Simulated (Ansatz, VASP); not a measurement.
## One calculation of Se, two programs

The input INCAR:

```
SYSTEM = Se
ALGO = Normal ; EDIFF = 1E-6
ENCUT = 520 ; GGA = PS
ISIF = 2 ; ISMEAR = -1
LASPH = .TRUE. ; LCHARG = .FALSE.
LREAL = .FALSE. ; LWAVE = .FALSE.
NBANDS = 13 ; NELM = 80
PREC = Accurate ; SIGMA = 0.1
```

Contents of KPOINTS:

```
k-points
0
G
  12 12 9
  0 0 0
```

The input POSCAR:

```
Se
1.0
    3.6074661886      0.0000000000      0.0000000000
   -1.8037330943      3.1241573626      0.0000000000
    0.0000000000      0.0000000000      3.8798899941
Se
2
Direct
    0.3333333333      0.6666666667      0.2500000000
    0.6666666667      0.3333333333      0.7500000000
```

Input for Ansatz:

```yaml
crystal:
  lattice:
    - [3.6074661886, 0.0, 0.0]
    - [-1.8037330943, 3.1241573626, 0.0]
    - [0.0, 0.0, 3.8798899941]
  atoms:
    - { symbol: Se, position: [0.3333333333, 0.6666666667, 0.25] }
    - { symbol: Se, position: [0.6666666667, 0.3333333333, 0.75] }
hamiltonian:
  xc: pbesol
  pseudopotentials:
    kind: paw
    azcp:
      Se: "pseudopotentials/Se.paw.azcp"
basis:
  ecutwfc: 420
  fft_grid_basis: typed
kpoints:
  mp_grid: { grid: [12, 12, 9], shift: [0, 0, 0] }
magnetization:
  spin_polarized: false
scf:
  occupations: { method: fermi_dirac, width: 0.1 }
  lower_state_search: "off"
output:
  stress: true
```

Alike in both runs: task single point; functional PBEsol; k mesh 12 × 12 × 9; occupations fermi-dirac, width 0.1 eV; no spin polarisation.

|  | VASP | Ansatz |
| --- | --- | --- |
| version | VASP 6.6.1 | Ansatz 0.2.0 |
| potentials or method | VASP PAW PBE potentials, release 64 (Se), cutoff 520 eV | plane waves (420 eV) with PAW, scalar-relativistic |
| valence electrons in the cell | 12 | 32 |

```tsv
	VASP	Ansatz	Ansatz less VASP
pressure (GPa)	-2.9	-3.0	-0.08
traceless stress, the component that is largest in VASP (GPa)	-1.43	-1.45	-0.029
```

VASP's potentials were made for PBE, not for PBEsol, and Ansatz warns of the same on its side. The functional is the same, so the differences come from potentials, cutoffs and numerics. VASP's potentials hold 12 valence electrons a cell and Ansatz's 32, so a difference there can come from the potentials and not from the codes.
